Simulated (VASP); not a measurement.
C:

```
C
1.0
     1.95000    0.00000    0.00000
     0.00000    1.95000    0.00000
     0.00000    0.00000    1.95000
C
1
Direct
  0.00000 0.00000 0.00000
```

| Item | Value |
| --- | --- |
| Program | VASP 6.6.1 |
| Task | relaxation of cell and atoms |
| Functional | PBEsol |
| Potentials or basis | VASP PAW PBE potentials, release 64 (C) |
| Cutoff | 600 eV |
| k mesh | 10 × 10 × 10 |
| Occupations | methfessel-paxton, width 0.05 eV |
| Spin | no spin polarisation |

At the start: pressure -57.5 GPa; volume 7.41 Å³/atom.

Problem. Where does the relaxation end?

Solution. Over 15 steps the energy falls by 427.4 meV/atom and the volume is 5.56 Å³/atom (-25.0 %); space group Pm-3m (No. 221, to 0.05 Å).

Step by step:
```
step  energy change (eV)  largest force (eV/Å)  pressure (GPa)  volume (Å³)
   1              0.0000                0.0000          -57.50         7.41
   2             -0.3455                0.0000           46.25         4.91
   3             -0.4270                0.0000            2.81         5.51
   4             -0.4273                0.0000           -1.32         5.58
   5             -0.4273                0.0000           -1.26         5.57
   6             -0.4273                0.0000           -1.14         5.57
   7             -0.4273                0.0000           -1.14         5.57
   8             -0.4273                0.0000           -1.14         5.57
   9             -0.4273                0.0000           -1.13         5.57
  10             -0.4273                0.0000           -1.12         5.57
  11             -0.4273                0.0000           -1.08         5.57
  12             -0.4273                0.0000           -1.02         5.57
  13             -0.4273                0.0000           -0.90         5.57
  14             -0.4273                0.0000           -0.65         5.57
  15             -0.4274                0.0000           -0.16         5.56
```

Final structure:
```xyz
1
Lattice="1.7714 0.0000 0.0000 0.0000 1.7714 0.0000 0.0000 0.0000 1.7714" Properties=species:S:1:pos:R:3 pbc="T T T"
C     0.0000    0.0000    0.0000
```

Caveat: the volume moved by over 15 % at a fixed basis, so the end points are rough; the PAW data sets were made with another functional, which shifts forces and pressure a little.
